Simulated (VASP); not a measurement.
# BN (R3m) in VASP: further runs

Runs on BN. Level: HSE06. Tasks: single point.

All numbers are computed with VASP 6.6.1; they aren't measurements. Logs are shortened: lines on timing, memory, paths and dates and some standing lists are left out, and cuts for length are marked.

**1. The cell of the first run**

The structure is trigonal, space group R3m (No. 160). The conventional cell has a = 2.450 Å, b = 2.450 Å, c = 6.292 Å, α = 90.00°, β = 90.00°, γ = 120.00°. Within 2.0 Å of B (site symmetry 3m) lie 4 N at 1.51 to 1.57 Å. Within 2.0 Å of N (site symmetry 3m) lie 4 B at 1.51 to 1.57 Å.

**2. Single point, HSE06 (epitaxial 111 strain -4.0%)**

Input file POSCAR:

```
BN
1.0
    0.0558742404      1.7885066868      1.7885066868
    1.7885066868      0.0558742404      1.7885066868
    1.7885066868      1.7885066868      0.0558742404
B N
1 1
Direct
    0.0004442732      0.0004442732      0.0004442732
    0.2495557268      0.2495557268      0.2495557268
```

Input file INCAR.step1:

```
PREC     = Accurate       # precision mode
ENCUT    = 520            # plane-wave cutoff, eV
EDIFF    = 1E-5           # SCF threshold, eV
ISMEAR   = 0              # smearing method
SIGMA    = 0.01           # smearing width, eV
LREAL    = F              # projectors in reciprocal space
LASPH    = T              # aspherical terms in the spheres
NELM     = 80             # most SCF steps
ALGO     = Normal         # electronic algorithm
ISIF     = 2              # what is computed and relaxed
LWAVE    = T              # write WAVECAR
LCHARG   = F              # write CHGCAR
NBANDS   = 11             # bands
GGA      = PE             # functional
```

Input file INCAR.step2:

```
PREC     = Accurate       # precision mode
ENCUT    = 520            # plane-wave cutoff, eV
EDIFF    = 1E-6           # SCF threshold, eV
ISMEAR   = 0              # smearing method
SIGMA    = 0.01           # smearing width, eV
LREAL    = F              # projectors in reciprocal space
LASPH    = T              # aspherical terms in the spheres
NELM     = 80             # most SCF steps
ALGO     = Normal         # electronic algorithm
ISIF     = 2              # what is computed and relaxed
LWAVE    = F              # write WAVECAR
LCHARG   = F              # write CHGCAR
GGA      = PE             # functional
LHFCALC  = T              # exact exchange
HFSCREEN = 0.2079         # screening, 1/A
PRECFOCK = Normal       
NBANDS   = 11             # bands
ISTART   = 1
```

Input file KPOINTS:

```
regular mesh
0
Gamma
  8 8 8
```

Potentials or basis: VASP PAW PBE potentials, release 64 (B, N).

Launch:

```bash
cat potpaw_PBE.64/B/POTCAR potpaw_PBE.64/N/POTCAR > POTCAR
cp INCAR.step1 INCAR
mpirun -np 1 vasp_std > vasp.out
cp INCAR.step2 INCAR
mpirun -np 1 vasp_std > vasp.out
```

OUTCAR:

```text
PREC = Accurate
   ENCUT = 520
   EDIFF = 1E-6
   ISMEAR = 0
   LREAL = F
   LASPH = T
   NELM = 80
   ISIF = 2
   GGA = PE
   LHFCALC = T
   HFSCREEN = 0.2079
   PRECFOCK = Normal
   ISTART = 1

 ion  position               nearest neighbor table
   1  0.000  0.000  0.000-   2 1.51   2 1.51   2 1.51   2 1.57
   2  0.250  0.250  0.250-   1 1.51   1 1.51   1 1.51   1 1.57

  LATTYP: Found a trigonal (rhomboedric) cell.
 ALAT       =     2.5299474833
 COS(alpha) =     0.5309816077

  Lattice vectors:

 A1 = (   0.0558742404,   1.7885066868,   1.7885066868)
 A2 = (   1.7885066868,   0.0558742404,   1.7885066868)
 A3 = (   1.7885066868,   1.7885066868,   0.0558742404)

Analysis of symmetry for initial positions (statically):
=====================================================================
 Subroutine PRICEL returns:
 Original cell was already a primitive cell.

 Routine SETGRP: Setting up the symmetry group for a
 trigonal (rhombohedral) supercell.

 Subroutine GETGRP returns: Found  6 space group operations
 (whereof  6 operations were pure point group operations)
 out of a pool of 12 trial point group operations.

The static configuration has the point symmetry C_3v.

Analysis of symmetry for dynamics (positions and initial velocities):
=====================================================================
 Subroutine PRICEL returns:
 Original cell was already a primitive cell.

 Routine SETGRP: Setting up the symmetry group for a
 trigonal (rhombohedral) supercell.

 Subroutine GETGRP returns: Found  6 space group operations
 (whereof  6 operations were pure point group operations)
 out of a pool of 12 trial point group operations.

The dynamic configuration has the point symmetry C_3v.

 Subroutine INISYM returns: Found  6 space group operations
 (whereof  6 operations are pure point group operations),
 and found     1 'primitive' translations

----------------------------------------------------------------------------------------

                                     Primitive cell

  volume of cell :      10.9060

  direct lattice vectors                    reciprocal lattice vectors
     0.055874240  1.788506687  1.788506687    -0.293016595  0.284139860  0.284139860
     1.788506687  0.055874240  1.788506687     0.284139860 -0.293016595  0.284139860
     1.788506687  1.788506687  0.055874240     0.284139860  0.284139860 -0.293016595

  length of vectors
     2.529947483  2.529947483  2.529947483     0.497322476  0.497322476  0.497322476

  position of ions in fractional coordinates (direct lattice)
     0.000444273  0.000444273  0.000444273
     0.249555727  0.249555727  0.249555727

  ion indices of the primitive-cell ions
   primitive index   ion index
                 1           1
                 2           2

----------------------------------------------------------------------------------------

 KPOINTS: regular mesh

Automatic generation of k-mesh.
 Grid dimensions read from file:
 generate k-points for:    8    8    8

 Generating k-lattice:

  Cartesian coordinates                     Fractional coordinates (reciprocal lattice)
    -0.036627074  0.035517483  0.035517483     0.125000000 -0.000000000 -0.000000000
     0.035517483 -0.036627074  0.035517483    -0.000000000  0.125000000 -0.000000000
     0.035517483  0.035517483 -0.036627074    -0.000000000 -0.000000000  0.125000000

  Length of vectors
     0.062165309  0.062165309  0.062165309

  Shift w.r.t. Gamma in fractional coordinates (k-lattice)
     0.000000000  0.000000000  0.000000000

 Subroutine IBZKPT returns following result:
 ===========================================

 Found     65 irreducible k-points:

 Following reciprocal coordinates:
            Coordinates               Weight
  0.000000  0.000000  0.000000      1.000000
  0.125000 -0.000000 -0.000000      6.000000
  0.250000 -0.000000 -0.000000      6.000000
  0.375000  0.000000 -0.000000      6.000000
  0.500000 -0.000000 -0.000000      3.000000
  0.125000  0.125000 -0.000000      6.000000
[... 16 lines left out ...]
  0.250000  0.125000  0.125000      6.000000
  0.375000  0.125000  0.125000      6.000000
 [... further k-points ...]
   k-points           NKPTS =     65   k-points in BZ     NKDIM =    512   number of bands    NBANDS=     11
   number of dos      NEDOS =    301   number of ions     NIONS =      2
   total plane-waves  NPLWV =   8000
   dimension x,y,z NGX =    20 NGY =   20 NGZ =   20
   dimension x,y,z NGXF=    40 NGYF=   40 NGZF=   40
   ions per type =               1   1
   NGX,Y,Z   is equivalent  to a cutoff of  13.14, 13.14, 13.14 a.u.
   NGXF,Y,Z  is equivalent  to a cutoff of  26.28, 26.28, 26.28 a.u.
 SYSTEM =  unknown system
   PREC   = accura    normal or accurate (medium, high low for compatibility)
   ISTART =      1    job   : 0-new  1-cont  2-samecut
   ICHARG =      0    charge: 1-file 2-atom 10-const
   ISPIN  =      1    spin polarized calculation?
   LNONCOLLINEAR =      F non collinear calculations
   LSORBIT =      F    spin-orbit coupling
   LASPH  =      T    aspherical Exc in radial PAW
   ENCUT  =  520.0 eV  38.22 Ry    6.18 a.u.   4.70  4.70  4.70*2*pi/ulx,y,z
   NELM   =     80;   NELMIN=  2; NELMDL=  0     # of ELM steps
   EDIFF  = 0.1E-05   stopping-criterion for ELM
   LREAL  =      F    real-space projection
   EDIFFG = 0.1E-04   stopping-criterion for IOM
   NSW    =      0    number of steps for IOM
   IBRION =     -1    ionic relax: 0-MD 1-quasi-New 2-CG
   NFREE  =      0    steps in history (QN), initial steepest desc. (CG)
   ISIF   =      2    stress and relaxation
   ISYM   =      3    0-nonsym 1-usesym 2-fastsym
   POTIM  = 0.5000    time-step for ionic-motion
   TEBEG  =    0.0;   TEEND  =   0.0 temperature during run
   PSTRESS=    0.0 pullay stress
   NELECT =       8.0000    total number of electrons
   NUPDOWN=      -1.0000    fix difference up-down
   EMIN   =  10.00;   EMAX   =-10.00  energy-range for DOS
   EFERMI =   0.00;   METHOD = LEGACY
   ISMEAR =     0;   SIGMA  =   0.01  broadening in eV -4-tet -1-fermi 0-gaus
   EFERMI_NEDOS =   21; number of points for ismear=-14 and -15
   IALGO  =     38    algorithm
   IMIX   =      1    mixing-type and parameters
     AMIX     =   0.40;   BMIX     =  1.00
     AMIX_MAG =   1.60;   BMIX_MAG =  1.00
  volume/ion in A,a.u.               =       5.45        36.80
  Fermi-wavevector in a.u.,A,eV,Ry     =   1.476443  2.790072 29.659102  2.179883
  Thomas-Fermi vector in A             =   2.590969
   LORBIT       =      0    0 simple, 1 ext, 2 COOP (PROOUT), +10 PAW based schemes
   GGA     = PE    functional components
   LHFCALC =     T    Hartree Fock is set to
   PRECFOCK=normal    Normal, Fast or Accurate (Low or Medium for compatibility)
   ENCUT4O =  -1.0   cutoff for four orbital integrals eV
   NKREDX  =     1    reduce k-point grid by
   NKREDY  =     1    reduce k-point grid by
   NKREDZ  =     1    reduce k-point grid by
   AEXX    =    0.2500 exact exchange contribution
   HFSCREEN=    0.2079 screening length (either q_TF or 0.3 A-1)
   HFSCREENC=   0.2079 screening length for correlation (either q_TF or 0.3 A-1)
   ENCUTFOCK=  -1.0 apply spherical cutoff to Coloumb kernel
   IVDW    =     0    specifies the selected vdW correction
   LEPSILON=     F    determine dielectric tensor
   LRPA    =     F    only Hartree local field effects (RPA)
 non-spin polarized calculation
 Gauss-broadening in eV      SIGMA  =   0.01
  energy-cutoff  :      520.00
  volume of cell :       10.91
 maximum number of plane-waves:       308
  NGX = 16; NGY = 16; NGZ = 16

 number of electron       8.0000001 magnetization

 Free energy of the ion-electron system (eV)
  ---------------------------------------------------
  ext. energy  EPLUGINS =         0.00000000
  ---------------------------------------------------
  free energy    TOTEN  =       -20.20564089 eV

  energy without entropy =      -20.20564089  energy(sigma->0) =      -20.20564089

 E-fermi :   7.7264     XC(G=0): -10.7936

 val. band max:        7.6573160198   @ k =   0.0000   0.0000   0.0000
 cond. band min:      13.3520519161   @ k =   0.5000   0.5000  -0.0000
 fundamental gap:      5.6947358963
 Fermi energy:         7.7264043297

 k-point     1 :       0.0000    0.0000    0.0000
  band No.  band energies     occupation
      1     -15.5495      2.00000
      2       7.3009      2.00000
      3       7.6573      2.00000
      4       7.6573      2.00000
      5      17.2463      0.00000
      6      18.9721      0.00000
      7      18.9721      0.00000
      8      21.4771      0.00000
      9      35.8437      0.00000
     10      38.3865      0.00000
     11      38.3865      0.00000

 k-point     2 :       0.1250   -0.0000   -0.0000
  band No.  band energies     occupation
      1     -15.1045      2.00000
      2       5.5382      2.00000
      3       6.9045      2.00000
      4       7.1682      2.00000
      5      17.8733      0.00000
      6      19.4246      0.00000
      7      19.6509      0.00000
      8      22.7284      0.00000
      9      34.1942      0.00000
     10      35.1621      0.00000
     11      35.1852      0.00000

 k-point     3 :       0.2500   -0.0000   -0.0000
  band No.  band energies     occupation
      1     -13.8058      2.00000
      2       1.3932      2.00000
      3       6.0473      2.00000
      4       6.2029      2.00000
      5      18.9084      0.00000
      6      20.1712      0.00000
      7      20.6754      0.00000
      8      24.6310      0.00000
      9      32.8058      0.00000
     10      34.1503      0.00000
     11      34.3791      0.00000
[... 267 lines left out ...]
 k-point    23 :       0.2500    0.1250    0.1250
  band No.  band energies     occupation
      1     -14.4416      2.00000
      2       3.4811      2.00000
      3       5.0578      2.00000
      4       7.1234      2.00000
      5      19.6697      0.00000
      6      19.9185      0.00000
      7      20.6940      0.00000
      8      23.3342      0.00000
      9      32.5323      0.00000
     10      32.8940      0.00000
     11      37.8187      0.00000

 k-point    24 :       0.3750    0.1250    0.1250
  band No.  band energies     occupation
      1     -12.9298      2.00000
      2       0.2228      2.00000
      3       3.5330      2.00000
      4       6.1488      2.00000
      5      20.4180      0.00000
      6      20.9312      0.00000
      7      20.9953      0.00000
      8      25.0464      0.00000
      9      32.5510      0.00000
     10      32.8740      0.00000
     11      37.8174      0.00000

 [... further k-points ...]

------------------------ aborting loop because EDIFF is reached ----------------------------------------

  FORCE on cell =-STRESS in cart. coord.  units (eV):
  Direction    XX          YY          ZZ          XY          YZ          ZX
  --------------------------------------------------------------------------------------
  -------------------------------------------------------------------------------------
  Total        2.0982067      2.0982067      2.0982067     -1.1938342     -1.1938342     -1.1938342
  in kB      308.2435501    308.2435501    308.2435501   -175.3839055   -175.3839055   -175.3839055
  external PRESSURE =     308.2435501 kB  Pullay stress =       0.0000000 kB

 VOLUME and BASIS-vectors are now :
 -----------------------------------------------------------------------------
  energy-cutoff  :      520.00
  volume of cell :       10.91
      direct lattice vectors                 reciprocal lattice vectors
     0.055874240  1.788506687  1.788506687    -0.293016595  0.284139860  0.284139860
     1.788506687  0.055874240  1.788506687     0.284139860 -0.293016595  0.284139860
     1.788506687  1.788506687  0.055874240     0.284139860  0.284139860 -0.293016595

 POSITION                                       TOTAL-FORCE (eV/Angst)
 -----------------------------------------------------------------------------------
      0.00161      0.00161      0.00161         0.028418      0.028418      0.028418
      0.90661      0.90661      0.90661        -0.028418     -0.028418     -0.028418
 -----------------------------------------------------------------------------------
    total drift:                               -0.000023     -0.000023     -0.000023

  FREE ENERGIE OF THE ION-ELECTRON SYSTEM (eV)
  ---------------------------------------------------
  free  energy   TOTEN  =       -20.2056408876 eV

  energy  without entropy=      -20.2056408876  energy(sigma->0) =      -20.20564089
```

Wall time 39 min (1 thread of Intel Xeon 8259CL, shared host); peak memory 0.24 GiB.

What came out:

| Item | Value |
| --- | --- |
| Free energy | -20.2056 eV |
| Pressure | 30.8 GPa |
| Largest force | 0.049 eV/Å |
| Band gap on the k mesh | 5.69 eV (least direct gap 9.59 eV) |

Forces on the atoms (eV/Å):
```
B    0.028  0.028  0.028
N   -0.028 -0.028 -0.028
```

Caveat: the cell differs from its parent crystal (epitaxial 111 strain -4.0%); the cell stands under pressure; the PAW data sets were made with another functional, which shifts forces and pressure a little. A k mesh can miss the band edges.

**3. Single point, HSE06 (epitaxial 111 strain +1.0%)**

Input file POSCAR:

```
BN
1.0
   -0.0138861666      1.8089875531      1.8089875531
    1.8089875531     -0.0138861666      1.8089875531
    1.8089875531      1.8089875531     -0.0138861666
B N
1 1
Direct
    0.0000000000      0.0000000000      0.0000000000
    0.2500000000      0.2500000000      0.2500000000
```

Input file INCAR.step1:

```
ALGO     = Normal         # electronic algorithm
EDIFF    = 1E-5           # SCF threshold, eV
ENCUT    = 520            # plane-wave cutoff, eV
GGA      = PE             # functional
ISIF     = 2              # what is computed and relaxed
ISMEAR   = 0              # smearing method
LASPH    = True           # aspherical terms in the spheres
LCHARG   = False          # write CHGCAR
LREAL    = False          # projectors in reciprocal space
LWAVE    = True           # write WAVECAR
NBANDS   = 11             # bands
NELM     = 60             # most SCF steps
PREC     = Accurate       # precision mode
SIGMA    = 0.01           # smearing width, eV
```

Input file INCAR.step2:

```
ALGO     = Normal         # electronic algorithm
EDIFF    = 1E-6           # SCF threshold, eV
ENCUT    = 520            # plane-wave cutoff, eV
GGA      = PE             # functional
HFSCREEN = 0.2079         # screening, 1/A
ISIF     = 2              # what is computed and relaxed
ISMEAR   = 0              # smearing method
ISTART   = 1            
LASPH    = True           # aspherical terms in the spheres
LCHARG   = False          # write CHGCAR
LHFCALC  = True           # exact exchange
LREAL    = False          # projectors in reciprocal space
LWAVE    = False          # write WAVECAR
NBANDS   = 11             # bands
NELM     = 60             # most SCF steps
PREC     = Accurate       # precision mode
PRECFOCK = Normal       
SIGMA    = 0.01           # smearing width, eV
```

Input file KPOINTS:

```
k-points
0
Gamma
  8 8 8
```

Potentials or basis: VASP PAW PBE potentials, release 64 (B, N).

Launch:

```bash
cat potpaw_PBE.64/B/POTCAR potpaw_PBE.64/N/POTCAR > POTCAR
cp INCAR.step1 INCAR
mpirun -np 1 vasp_std > vasp.out
cp INCAR.step2 INCAR
mpirun -np 1 vasp_std > vasp.out
```

Wall time 42 min (1 thread of AMD EPYC 7R13, shared host); peak memory 0.21 GiB.

It converged, with:

| Quantity | Value |
| --- | --- |
| Free energy | -20.3147 eV |
| Pressure | -10.8 GPa |
| Largest force | 0.018 eV/Å |
| Band gap on the k mesh | 5.73 eV (least direct gap 10.35 eV) |

Forces on the atoms (eV/Å):
```
B   -0.011 -0.011 -0.011
N    0.011  0.011  0.011
```

Stress tensor (GPa, compression positive):
```
-10.82   3.48   3.48
  3.48 -10.82   3.48
  3.48   3.48 -10.82
```

Levels at points of the mesh, in eV from the valence-band top:
```csv
k point,band 2,band 3,band 4,band 5,band 6,band 7
"(0.00, 0.00, 0.00)",-0.03,-0.03,0.00,10.35,10.35,10.61
"(0.50, 0.00, 0.00)",-11.52,-2.08,-2.05,11.68,12.32,12.58
"(0.50, 0.50, 0.00)",-9.69,-5.33,-5.19,5.73,10.64,20.20
"(0.50, 0.50, 0.50)",-11.49,-2.18,-2.18,11.42,12.32,12.32
```

Caveat: the cell differs from its parent crystal (epitaxial 111 strain +1.0%); the cell stands under tension; the PAW data sets were made with another functional, which shifts forces and pressure a little. A k mesh can miss the band edges.
